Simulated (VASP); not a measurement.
# CaAl15N15 (a cell with a defect) in VASP: further runs, part 2 of 2

VASP 6.6.1. Earlier steps stand in the parts before.

## 3. Single point, PBE

INCAR

```
SYSTEM = CaAl15N15
ALGO = Normal
EDIFF = 1E-6
ENCUT = 520
GGA = PE
GGA_COMPAT = .False.
ISIF = 2
ISMEAR = 0
ISYM = -1
LASPH = .True.
LCHARG = .False.
LREAL = Auto
LWAVE = .False.
NBANDS = 86
NELECT = 128.0
NELM = 120
PREC = Accurate
SIGMA = 0.01
```

KPOINTS

```
explicit points
1
Reciprocal
  0.25000000   0.25000000   0.25000000 1
```

POSCAR

```
CaAl15N15
1.0
    6.2595139102      0.0000000601      0.0000000000
   -3.1297570100      5.4208980298      0.0000000000
    0.0000000000      0.0000000000     10.0348065900
Al Ca N
15 1 15
Direct
    0.3323281264      0.1689657366      0.1796965435
    0.3307440237      0.1703013531      0.7635915469
    0.1575752001      0.3436772169      0.9978983256
    0.3362653120      0.6774365844      0.2485156047
    0.1450372636      0.7651050514      0.5173123329
    0.3357428879      0.6641936206      0.7554182130
    0.1553666895      0.8210534089      0.9984875678
    0.8237673427      0.1651330710      0.2484348294
    0.7361470969      0.3565644969      0.5171478866
    0.8368787255      0.1655136557      0.7554584926
    0.6800942221      0.3459011110      0.9985264308
    0.8306459183      0.6707395827      0.2509715246
    0.6627657831      0.8381212854      0.5060173178
    0.8282274713      0.6730855929      0.7537648737
    0.6645593646      0.8366290858      1.0031152199
    0.2110624313      0.2892299177      0.4791392693
    0.1641888603      0.3373536814      0.1949088618
    0.3308413611      0.1701907756      0.9588053032
    0.1691070613      0.3318971904      0.7029338452
    0.3466225771      0.6906121265      0.4347334297
    0.1602526816      0.8300413163      0.1901799969
    0.3324857921      0.6736970977      0.9430242498
    0.1696273038      0.8388105373      0.6948861832
    0.8098447769      0.1543273603      0.4345980526
    0.6711876576      0.3412369565      0.1900895202
    0.8274311387      0.1687553177      0.9430826376
    0.6622301792      0.3316935986      0.6946892260
    0.8333146048      0.6687847441      0.4450385862
    0.6673023035      0.8340049836      0.1905645975
    0.8287225802      0.6723915569      0.9397542023
    0.6659755413      0.8352352935      0.6929519115
```

Potentials or basis: VASP PAW PBE potentials, release 64 (Al, Ca_sv, N).

Launch:

```sh
> cat potpaw_PBE.64/Al/POTCAR potpaw_PBE.64/Ca_sv/POTCAR potpaw_PBE.64/N/POTCAR > POTCAR
> mpirun -np 1 vasp_std > vasp.out
```

OUTCAR:

```text
SYSTEM = CaAl15N15
   EDIFF = 1E-6
   ENCUT = 520
   GGA = PE
   ISIF = 2
   ISMEAR = 0
   ISYM = -1
   LASPH = .True.
   LREAL = Auto
   NELECT = 128.0
   NELM = 120
   PREC = Accurate

 ion  position               nearest neighbor table
   1  0.332  0.169  0.180-  17 1.83  25 1.84  21 1.84  18 2.22  11 2.62   7 2.62   3 2.63   8 3.16
                             4 3.17  12 3.21  12 3.21   4 3.24   8 3.25
[... 300 lines left out ...]
  -------------------------------------------------------------------------------------
  Total       -5.4664196    -11.8316984     -5.8384045     -5.4380340     -0.0706118      0.5191675
  in kB      -25.7212868    -55.6719994    -27.4715970    -25.5877233     -0.3322517      2.4428526
  external PRESSURE =     -36.2882944 kB  Pullay stress =       0.0000000 kB

 VOLUME and BASIS-vectors are now :
 -----------------------------------------------------------------------------
  energy-cutoff  :      520.00
  volume of cell :      340.50
      direct lattice vectors                 reciprocal lattice vectors
     6.259513910  0.000000060  0.000000000     0.159756813  0.092235641  0.000000000
    -3.129757010  5.420898030  0.000000000    -0.000000002  0.184471279  0.000000000
     0.000000000  0.000000000 10.034806590     0.000000000  0.000000000  0.099653141

 POSITION                                       TOTAL-FORCE (eV/Angst)
 -----------------------------------------------------------------------------------
      1.55139      0.91595      1.80322        -0.001840      0.002752     -0.011753
      1.53729      0.92319      7.66249         0.009957     -0.004458      0.012437
     -0.08928      1.86304     10.01372         0.006668     -0.001617     -0.005959
     -0.01535      3.67231      2.49381        -0.006294      0.001512     -0.004109
     -1.48673      4.14756      5.19113        -0.001610      0.005540      0.003698
      0.02282      3.60053      7.58048         0.006167     -0.007871      0.001649
[... 23 lines left out ...]
      3.08298      3.64497      9.43025        -0.001680      0.007177      0.001387
      1.55460      4.52773      6.95364         0.005207     -0.001678      0.008522
 -----------------------------------------------------------------------------------
    total drift:                               -0.004679      0.007001      0.008204

  FREE ENERGIE OF THE ION-ELECTRON SYSTEM (eV)
  ---------------------------------------------------
  free  energy   TOTEN  =      -239.2724171435 eV

  energy  without entropy=     -239.2724171435  energy(sigma->0) =     -239.27241714
```

OSZICAR:

```text
N       E                     dE             d eps       ncg     rms          rms(c)
DAV:   1     0.651092099322E+03    0.65109E+03   -0.59848E+04   172   0.136E+03
DAV:   2    -0.206159553369E+03   -0.85725E+03   -0.82573E+03   218   0.299E+02
DAV:   3    -0.273287270781E+03   -0.67128E+02   -0.66647E+02   224   0.864E+01
DAV:   4    -0.274822033017E+03   -0.15348E+01   -0.15286E+01   224   0.131E+01
DAV:   5    -0.274907604513E+03   -0.85571E-01   -0.85544E-01   256   0.240E+00    0.333E+01
DAV:   6    -0.239476773651E+03    0.35431E+02   -0.14618E+02   200   0.348E+01    0.120E+01
DAV:   7    -0.239493623708E+03   -0.16850E-01   -0.61859E+00   224   0.803E+00    0.805E+00
DAV:   8    -0.239310341535E+03    0.18328E+00   -0.11440E+00   232   0.415E+00    0.197E+00
DAV:   9    -0.239263441907E+03    0.46900E-01   -0.24726E-01   208   0.213E+00    0.824E-01
DAV:  10    -0.239270218656E+03   -0.67767E-02   -0.92790E-02   216   0.974E-01    0.504E-01
DAV:  11    -0.239271321614E+03   -0.11030E-02   -0.90312E-03   240   0.416E-01    0.286E-01
DAV:  12    -0.239272259403E+03   -0.93779E-03   -0.23362E-03   200   0.219E-01    0.652E-02
DAV:  13    -0.239272396634E+03   -0.13723E-03   -0.61279E-04   208   0.939E-02    0.350E-02
DAV:  14    -0.239272414475E+03   -0.17841E-04   -0.82646E-05   240   0.417E-02    0.135E-02
DAV:  15    -0.239272416862E+03   -0.23863E-05   -0.19452E-05   208   0.187E-02    0.802E-03
DAV:  16    -0.239272417143E+03   -0.28185E-06   -0.77981E-06   208   0.112E-02
   1 F= -.23927242E+03 E0= -.23927242E+03  d E =-.925528E-29
```

It took 68 s on 1 thread of AMD EPYC 7R13 (Zen 3), shared host; peak memory 0.39 GiB.

Results:

* Free energy: -239.2724 eV
* Largest force: 0.072 eV/Å

Forces in eV/Å, atoms in the order of the input:
```
Al  -0.002  0.003 -0.012
Al   0.010 -0.004  0.012
Al   0.007 -0.002 -0.006
Al  -0.006  0.002 -0.004
Al  -0.002  0.006  0.004
Al   0.006 -0.008  0.002
Al   0.000  0.002  0.002
Al  -0.010  0.002 -0.005
Al  -0.001  0.010  0.005
Al   0.004 -0.002 -0.009
Al  -0.002 -0.004  0.004
Al   0.013  0.000  0.003
Al   0.007  0.015 -0.006
Al  -0.008  0.001  0.007
Al  -0.002  0.001  0.006
Ca   0.049 -0.052 -0.001
N    0.005  0.009  0.005
N    0.004 -0.002 -0.024
N   -0.024  0.023  0.013
N   -0.002  0.046 -0.021
N   -0.007 -0.007  0.006
N    0.005  0.001 -0.005
N    0.003  0.012  0.003
N   -0.032 -0.036 -0.015
N    0.018 -0.006  0.014
N   -0.011 -0.010 -0.003
N   -0.001  0.000  0.021
N   -0.023 -0.007 -0.006
N    0.000  0.002  0.000
N   -0.002  0.007  0.001
N    0.005 -0.002  0.009
```

Caveat: the cell carries a net charge on a neutralising background, which shifts energy and pressure; the cell is charged against a uniform background, so pressure and absolute levels hang on convention.

## 4. Single point, PBE

INCAR

```
PREC     = Accurate       # precision mode
ENCUT    = 520            # plane-wave cutoff, eV
EDIFF    = 1E-6           # SCF threshold, eV
ISMEAR   = 0              # smearing method
SIGMA    = 0.01           # smearing width, eV
LREAL    = Auto         
LASPH    = True           # aspherical terms in the spheres
NELM     = 120            # most SCF steps
ALGO     = Normal         # electronic algorithm
ISIF     = 2              # what is computed and relaxed
LWAVE    = False          # write WAVECAR
LCHARG   = False          # write CHGCAR
GGA      = PE             # functional
NBANDS   = 86             # bands
GGA_COMPAT= False        
ISYM     = -1
```

KPOINTS is that of step 3.

POSCAR

```
CaAl15N15
1.0
    6.2595139128      0.0000000578      0.0000000000
   -3.1297570064      5.4208980350      0.0000000000
    0.0000000000      0.0000000000     10.0348065929
Al Ca N
15 1 15
Direct
    0.3406721409      0.1586226301      0.2470655744
    0.3318310300      0.1679648068      0.7574513368
    0.1660368613      0.3328810022      0.9983762128
    0.3372279906      0.6668066633      0.2477179649
    0.1695906732      0.8243526868      0.4961533713
    0.3309840971      0.6689291657      0.7543650506
    0.1633637473      0.8318681191      1.0016437496
    0.8328818619      0.1623468262      0.2476938221
    0.6754000788      0.3300732330      0.4963097145
    0.8301502829      0.1682982729      0.7544614300
    0.6670914256      0.3356438358      1.0016942971
    0.8331365519      0.6661194375      0.2521126136
    0.6618332687      0.8369942287      0.4993946376
    0.8304297918      0.6696512566      0.7472875584
    0.6660472646      0.8327537755      1.0003036800
    0.1886773148      0.3096958877      0.4976710069
    0.1727122500      0.3279453445      0.1927147143
    0.3334940043      0.1654449479      0.9452206364
    0.1651662600      0.3337932410      0.7145090471
    0.3452417479      0.6915025642      0.4311415678
    0.1643862134      0.8262238223      0.1902329884
    0.3315293938      0.6713789048      0.9444720897
    0.1678338280      0.8389134292      0.6872703234
    0.8070080384      0.1534555140      0.4310861290
    0.6729700146      0.3346339549      0.1902884159
    0.8271897901      0.1669723203      0.9444920523
    0.6614669056      0.3326878018      0.6872415323
    0.8318770291      0.6675573079      0.4429490203
    0.6706052035      0.8289634182      0.1876490961
    0.8313700319      0.6676121503      0.9377049837
    0.6641158291      0.8350806188      0.6913394232
```

Launch:

```sh
> cat potpaw_PBE.64/Al/POTCAR potpaw_PBE.64/Ca_sv/POTCAR potpaw_PBE.64/N/POTCAR > POTCAR
> mpirun -np 1 vasp_std > vasp.out
```

Wall time 62 s (1 thread of AMD EPYC 7R13 (Zen 3), shared host); peak memory 0.39 GiB.

Results (log left out):

| Property | Result |
| --- | --- |
| Free energy | -224.0975 eV |
| Pressure | 4.2 GPa |
| Largest force | 0.061 eV/Å |
| Band gap on the k mesh | 1.93 eV |

Forces on the atoms (eV/Å):
```
Al  -0.004  0.003 -0.006
Al   0.002 -0.001  0.014
Al   0.005 -0.002  0.004
Al  -0.002 -0.003  0.002
Al   0.001 -0.008 -0.004
Al  -0.002  0.006  0.003
Al   0.003  0.005  0.006
Al   0.000  0.002  0.000
Al   0.005  0.005 -0.003
Al  -0.005 -0.003  0.003
Al  -0.002 -0.003  0.006
Al   0.002  0.000  0.000
Al   0.001 -0.002 -0.001
Al  -0.003  0.002  0.002
Al  -0.004  0.000  0.003
Ca   0.051 -0.030 -0.016
N   -0.005  0.003 -0.009
N    0.002 -0.001 -0.005
N   -0.007  0.005  0.042
N    0.000  0.044 -0.016
N    0.001 -0.005 -0.001
N    0.000  0.001 -0.003
N    0.001  0.003  0.003
N   -0.040 -0.021 -0.017
N    0.005  0.001 -0.001
N   -0.002 -0.002 -0.002
N   -0.002 -0.002  0.002
N   -0.003  0.002  0.001
N    0.000  0.000 -0.002
N    0.001  0.000 -0.003
N    0.000  0.000 -0.002
```

Stress tensor (GPa, compression positive):
```
 5.50 -3.51 -1.08
-3.51  1.50  0.76
-1.08  0.76  5.71
```

Levels at points of the mesh, in eV from the valence-band top:
| k point | band 63 | band 64 | band 65 | band 66 | band 67 | band 68 |
| --- | --- | --- | --- | --- | --- | --- |
| (0.25, 0.25, 0.25) | -1.25 | -1.03 | 0.00 | 1.93 | 2.84 | 4.15 |
